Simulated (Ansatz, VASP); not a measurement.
# Bi2Se3 in VASP and in Ansatz

```
CELL_PARAMETERS angstrom
4.10327 0.00000 0.00000
-2.05163 3.55354 0.00000
0.00000 0.00000 31.23413
ATOMIC_POSITIONS crystal
Se 0.00000 0.00000 0.24078
Se 0.66667 0.33333 0.35096
Se 0.33333 0.66667 0.46181
Se 0.66667 0.33333 0.53819
Se 0.33333 0.66667 0.64904
Se 0.00000 0.00000 0.75922
Bi 0.33333 0.66667 0.29009
Bi 0.00000 0.00000 0.41170
Bi 0.00000 0.00000 0.58830
Bi 0.66667 0.33333 0.70991
```

Alike in both runs: functional LDA; k mesh 9 × 9 × 1; occupations gaussian, width 0.1 eV; no spin polarisation.

Ansatz relaxed the structure, and its values are those at the end. VASP's run is a single point on that final structure, the one shown.

```csv
,VASP,Ansatz
version,VASP 6.6.1,Ansatz 0.2.0
potentials or method,"VASP PAW LDA potentials, release 64 (Se, Bi_d), cutoff 520 eV","scalar-relativistic, plane waves, PAW"
valence electrons in the cell,96,156
```

Ansatz gave:

| Item | Value |
| --- | --- |
| gap on the k mesh at the Fermi level (eV) | 0.42 |
| least direct gap on the mesh (eV) | 0.42 |
| rms of the force components (eV/Å) | 0.002 |

**Question.** Which values does VASP return?

**Answer.** gap on the k mesh at the Fermi level (eV): 0.41; least direct gap on the mesh (eV): 0.41; rms of the force components (eV/Å): 0.014.

LDA's correlation is that of Perdew and Zunger in VASP and of Perdew and Wang (1992) in Ansatz. VASP's potentials hold 96 valence electrons a cell and Ansatz's 156, so a difference there can come from the potentials and not from the codes. Ansatz's warnings: xc potential rough in thin density.

Spin-orbit coupling is off throughout.
